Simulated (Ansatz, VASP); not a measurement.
SnO in VASP and in Ansatz

```xyz
4
Lattice="3.8787 0.0000 0.0000 0.0000 3.8787 0.0000 0.0000 0.0000 4.7726" Properties=species:S:1:pos:R:3 pbc="T T T"
Sn    0.0000    1.9393    1.1721
Sn    1.9393    0.0000    3.6005
O     0.0000    0.0000    0.0000
O     1.9393    1.9393    0.0000
```

Alike in both runs: task single point; functional LDA; k mesh 10 × 10 × 8; occupations gaussian, width 0.15 eV; no spin polarisation.

```csv
,VASP,Ansatz
version,VASP 6.6.1,Ansatz 0.2.0
potentials or method,"VASP PAW LDA potentials, release 64 (Sn_d, O), cutoff 520 eV","scalar-relativistic, plane waves, PAW"
valence electrons in the cell,40,40
```

```csv
,VASP,Ansatz,Ansatz less VASP
pressure (GPa),-7.2,-7.5,-0.36
"traceless stress, the component that is largest in VASP (GPa)",1.30,1.30,-0.004
rms of the force components (eV/Å),0.371,0.417,+0.0459
```

Ansatz warns that its potentials were made for another functional, while VASP's fit it. LDA's correlation is that of Perdew and Zunger in VASP and of Perdew and Wang (1992) in Ansatz. Atom by atom the forces differ by 0.046 eV/Å (rms over components).
